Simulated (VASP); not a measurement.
NaZnCl3:

```
Na Zn Cl
1.0
     4.85803    0.00000    0.00000
     0.00000    4.85803    0.00000
     0.00000    0.00000    4.85803
Na Zn Cl
1 1 3
Direct
  0.00000 0.00000 0.00000
  0.50000 0.50000 0.50000
  0.50000 0.50000 0.00000
  0.50000 0.00000 0.50000
  0.00000 0.50000 0.50000
```

Base run:

```yaml
Program: VASP 6.6.1
Functional: r2SCAN
Potentials_or_basis: VASP PAW PBE potentials, release 64 (Na_pv, Zn, Cl)
Cutoff: 520 eV
k_mesh: 6 × 6 × 6
Occupations: gaussian, width 0.01 eV
Spin: no spin polarisation
```

Its results: band gap on the k mesh 2.35 eV (least direct gap 2.95 eV); pressure 0.0 GPa.

**Question.** The run is repeated on the same cell with these changes: functional from r2SCAN to PBE; occupations from gaussian, width 0.01 eV to fermi-dirac, width 0.02 eV. What comes out?

**Answer.** Band gap on the k mesh 1.69 eV (least direct gap 2.28 eV); pressure 1.3 GPa.

Caveats: the PAW data sets were made with another functional, which shifts forces and pressure a little (at least some runs).

A k mesh can miss the band edges.
